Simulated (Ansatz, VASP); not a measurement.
## Two plane-wave programs on GaP

INCAR

```
PREC = Accurate
ENCUT = 520
EDIFF = 1E-7
ISMEAR = 1
SIGMA = 0.4
LREAL = False
LASPH = True
NELM = 80
ALGO = Normal
ISIF = 2
LWAVE = False
LCHARG = True
GGA = PE
LELF = True
LVHAR = True
NBANDS = 16
```

The input KPOINTS:

```
Automatic mesh
0
Gamma
  10 10 10
```

Contents of POSCAR:

```
GaP
1.0
    0.0000000000      2.5645584377      3.0774701252
    2.5645584377      0.0000000000      3.0774701252
    2.5645584377      2.5645584377      0.0000000000
Ga P
1 1
Direct
    0.0000000000      0.0000000000      0.0000000000
    0.7500000000      0.7500000000      0.7500000000
```

Input for Ansatz:

```yaml
crystal:
  lattice:
    - [0.0, 2.5645584377, 3.0774701252]
    - [2.5645584377, 0.0, 3.0774701252]
    - [2.5645584377, 2.5645584377, 0.0]
  atoms:
    - { symbol: Ga, position: [0.0, 0.0, 0.0] }
    - { symbol: P, position: [0.75, 0.75, 0.75] }
basis:
  ecutwfc: 420
kpoints:
  mp_grid: { grid: [10, 10, 10] }
hamiltonian:
  xc: pbe
scf:
  occupations: { method: methfessel_paxton, width: 0.4 }
output:
  forces: true
  stress: true
  eigenvalues: true
```

Alike in both runs: task single point; functional PBE; k mesh 10 × 10 × 10; occupations methfessel-paxton of order 1, width 0.4 eV; no spin polarisation.

|  | VASP | Ansatz |
| --- | --- | --- |
| version | VASP 6.6.1 | Ansatz 0.2.0 |
| potentials or method | VASP PAW PBE potentials, release 64 (Ga_d, P), cutoff 520 eV | scalar-relativistic, plane waves, PAW |
| valence electrons in the cell | 18 | 18 |

```csv
,VASP,Ansatz,Ansatz less VASP
gap on the k mesh at the Fermi level (eV),0.55,0.55,+0.001
least direct gap on the mesh (eV),1.00,1.00,+0.002
pressure (GPa),2.0,2.0,+0.01
"traceless stress, the component that is largest in VASP (GPa)",-11.88,-11.88,+0.004
```

With one functional, cell and mesh, what is left measures potentials, basis and numerics.
